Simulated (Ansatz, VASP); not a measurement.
**One calculation of C, two programs**

Contents of INCAR:

```
ALGO     = Normal         # electronic algorithm
EDIFF    = 1E-6           # SCF threshold, eV
ENCUT    = 520            # plane-wave cutoff, eV
GGA      = PE             # functional
ISIF     = 2              # what is computed and relaxed
ISMEAR   = 0              # smearing method
LASPH    = True           # aspherical terms in the spheres
LCHARG   = False          # write CHGCAR
LREAL    = False          # projectors in reciprocal space
LWAVE    = False          # write WAVECAR
NBANDS   = 26             # bands
NELM     = 80             # most SCF steps
PREC     = Accurate       # precision mode
SIGMA    = 0.05           # smearing width, eV
```

File KPOINTS:

```
k-points
0
Gamma
  12 12 4
```

File POSCAR:

```
C
1.0
    2.5180642186      0.0000000000      0.0000000000
   -1.2590321093      2.1807075817      0.0000000000
    0.0000000000      0.0000000000      8.3046919353
C
8
Direct
   -0.0620252564     -0.0319162462      0.0929732494
    0.0620252564      0.0319162462      0.5929732494
    0.0620252564      0.0319162462      0.4070267506
   -0.0620252564     -0.0319162462      0.9070267506
    0.2825427237      0.6405314164      0.1555299995
    0.7174572763      0.3594685836      0.6555299995
    0.3841239430      0.6928019170      0.3444700005
    0.6158760570      0.3071980830      0.8444700005
```

Input for Ansatz:

```yaml
crystal:
  lattice:
    - [2.5180642186, 0.0, 0.0]
    - [-1.2590321093, 2.1807075817, 0.0]
    - [0.0, 0.0, 8.3046919353]
  atoms:
    - { symbol: C, position: [-0.0620252564, -0.0319162462, 0.0929732494] }
    - { symbol: C, position: [0.0620252564, 0.0319162462, 0.5929732494] }
    - { symbol: C, position: [0.0620252564, 0.0319162462, 0.4070267506] }
    - { symbol: C, position: [-0.0620252564, -0.0319162462, 0.9070267506] }
    - { symbol: C, position: [0.2825427237, 0.6405314164, 0.1555299995] }
    - { symbol: C, position: [0.7174572763, 0.3594685836, 0.6555299995] }
    - { symbol: C, position: [0.384123943, 0.692801917, 0.3444700005] }
    - { symbol: C, position: [0.615876057, 0.307198083, 0.8444700005] }
basis:
  ecutwfc: 520.0
kpoints:
  mp_grid: { grid: [12, 12, 4] }
hamiltonian:
  xc: pbe
  pseudopotentials: { kind: paw, azcp: { folder: soft_1 } }
scf:
  occupations: { method: gaussian, width: 0.05 }
output:
  forces: true
  stress: true
  eigenvalues: true
```

Change from the starting cell: mode 4 frozen in at -0.116 Å and mode 5 at -0.070 Å (largest displacements).

Alike in both runs: task single point; functional PBE; k mesh 12 × 12 × 4; occupations gaussian, width 0.05 eV; no spin polarisation.

```csv
,VASP,Ansatz
version,VASP 6.6.1,Ansatz 0.2.0
potentials or method,"VASP PAW PBE potentials, release 64 (C), cutoff 520 eV","scalar-relativistic, plane waves, PAW"
valence electrons in the cell,32,32
```

VASP gave:

| Quantity | Value |
| --- | --- |
| gap on the k mesh at the Fermi level (eV) | 4.47 |
| least direct gap on the mesh (eV) | 5.34 |
| pressure (GPa) | 0.8 |
| traceless stress, the component that is largest in VASP (GPa) | -1.04 |
| rms of the force components (eV/Å) | 0.481 |

Q: Which values does Ansatz return?

A: gap on the k mesh at the Fermi level (eV): 4.47; least direct gap on the mesh (eV): 5.34; pressure (GPa): 0.2; traceless stress, the component that is largest in VASP (GPa): -1.04; rms of the force components (eV/Å): 0.481.

Atom by atom the forces differ by 0.006 eV/Å (rms over components). With one functional, cell and mesh, what is left measures potentials, basis and numerics.
